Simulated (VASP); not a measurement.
The system is B3N.

```
B N
1.0
     2.40692    0.00921   -0.05375
     0.00921    2.49779    0.02264
    -0.19406    0.08176    8.84549
B N
6 2
Direct
  0.49681 0.00939 0.34725
  0.51660 0.00919 0.82637
  0.95305 0.97103 0.01378
  0.98338 0.97393 0.50266
  0.00972 0.45408 0.16626
  0.02074 0.56407 0.65296
  0.54525 0.51930 0.25189
  0.47444 0.49901 0.73883
```

| Quantity | Value |
| --- | --- |
| Program | VASP 6.6.1 |
| Task | relaxation of cell and atoms |
| Functional | PBE |
| Potentials or basis | VASP PAW PBE potentials, release 64 (B, N) |
| Cutoff | 600 eV |
| k mesh | 8 × 8 × 4 |
| Occupations | gaussian, width 0.2 eV |
| Spin | no spin polarisation |

At the start: pressure 23.1 GPa; volume 6.64 Å³/atom.

Task: How do energy, volume and symmetry change on relaxing?

Result: Over 24 steps the energy falls by 335.2 meV/atom and the volume is 6.73 Å³/atom (+1.2 %); space group P-4m2 (No. 115, to 0.05 Å).

The path:
| step | energy change (eV) | largest force (eV/Å) | pressure (GPa) | volume (Å³) |
| --- | --- | --- | --- | --- |
| 1 | 0.0000 | 9.1277 | 23.10 | 53.15 |
| 2 | 0.2709 | 4.8047 | -17.62 | 60.74 |
| 3 | -1.8357 | 3.1907 | -4.57 | 56.00 |
| 4 | -1.8610 | 3.0454 | -3.46 | 55.78 |
| 5 | -1.8733 | 2.8088 | -1.78 | 55.48 |
| 6 | -2.3457 | 1.6825 | -8.26 | 55.63 |
| 7 | -2.3739 | 1.4650 | -7.53 | 55.60 |
| 8 | -2.5876 | 1.2595 | 2.88 | 53.49 |
| 9 | -2.5888 | 1.1585 | 2.04 | 53.63 |
| 10 | -2.6507 | 0.7742 | 1.77 | 53.54 |
| 11 | -2.6523 | 0.6597 | 1.74 | 53.56 |
| 12 | -2.6711 | 0.3767 | -1.20 | 53.98 |
| 13 | -2.6722 | 0.2696 | -0.68 | 53.90 |
| 14 | -2.6781 | 0.1535 | -0.14 | 53.83 |
| 15 | -2.6781 | 0.1548 | -0.13 | 53.83 |
| 16 | -2.6802 | 0.0747 | 0.25 | 53.77 |
| 17 | -2.6802 | 0.0768 | 0.28 | 53.77 |
| 18 | -2.6809 | 0.0663 | -0.08 | 53.82 |
| 19 | -2.6809 | 0.0702 | -0.11 | 53.82 |
| 20 | -2.6814 | 0.0455 | -0.10 | 53.82 |
| 21 | -2.6814 | 0.0534 | -0.09 | 53.82 |
| 22 | -2.6816 | 0.0423 | 0.07 | 53.80 |
| 23 | -2.6816 | 0.0360 | 0.05 | 53.80 |
| 24 | -2.6817 | 0.0206 | 0.02 | 53.80 |

Final structure:
```
B N
1.0
     2.45479    0.00017   -0.00017
    -0.00018    2.45464   -0.00014
     0.00048    0.00044    8.92891
B N
6 2
Direct
  0.49958 0.99935 0.35249
  0.50044 0.00071 0.85242
  0.00035 0.00023 0.00000
  0.99966 0.99945 0.49997
  0.99990 0.49976 0.14758
  0.99992 0.50045 0.64754
  0.49985 0.49959 0.25003
  0.50030 0.50048 0.74997
```
